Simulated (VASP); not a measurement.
Set up this calculation in VASP 6.6.1, as the native input.

| Item | Value |
| --- | --- |
| Task | single point |
| Functional | PBEsol |
| Potentials or basis | VASP PAW PBE potentials, release 64 (Rh_pv) |
| Cutoff | 520 eV |
| k mesh | 9 × 9 × 3 |
| Occupations | fermi-dirac, width 0.1 eV |
| Spin | no spin polarisation |
| Dipole correction | no |
| Further INCAR settings | ALGO = Normal; EDIFF = 1e-06; NBANDS = 38 |

The structure of Rh lies in POSCAR:

```
Rh
1.0
    2.6917450000      0.0000000000      0.0000000000
   -1.3458725000      2.3311195505      0.0000000000
    0.0000000000      0.0000000000      8.7980700000
Rh
4
Direct
    0.0000000000      0.0000000000      0.0000000000
    0.0000000000      0.0000000000      0.5000000000
    0.3333333333      0.6666666667      0.2500000000
    0.6666666667      0.3333333333      0.7500000000
```

This isn't the form of Rh at room conditions, which is fcc.

One way to write it, as run:

INCAR

```
PREC = Accurate
ENCUT = 520
EDIFF = 1E-6
ISMEAR = -1
SIGMA = 0.1
LREAL = F
LASPH = T
NELM = 100
ALGO = Normal
ISIF = 2
LWAVE = F
LCHARG = T
GGA = PS
LELF = T
LVHAR = T
NBANDS = 38
```

KPOINTS

```
Automatic mesh
0
Gamma
  9 9 3
```

Potentials or basis: VASP PAW PBE potentials, release 64 (Rh_pv).

Command:

```bash
$ cat potpaw_PBE.64/Rh_pv/POTCAR > POTCAR
$ mpirun -np 1 vasp_std > vasp.out
```

It gave:

```yaml
Pressure: -5.4 GPa
Band_gap_on_the_k_mesh: zero (bands 30 and 31 overlap by 1.61 eV)
```

Caveat: the cell stands under tension; the PAW data sets were made with another functional, which shifts forces and pressure a little.

Run time: 43 s on 1 thread of Intel Xeon 8259CL, with other jobs on the host, peak memory 0.18 GiB.
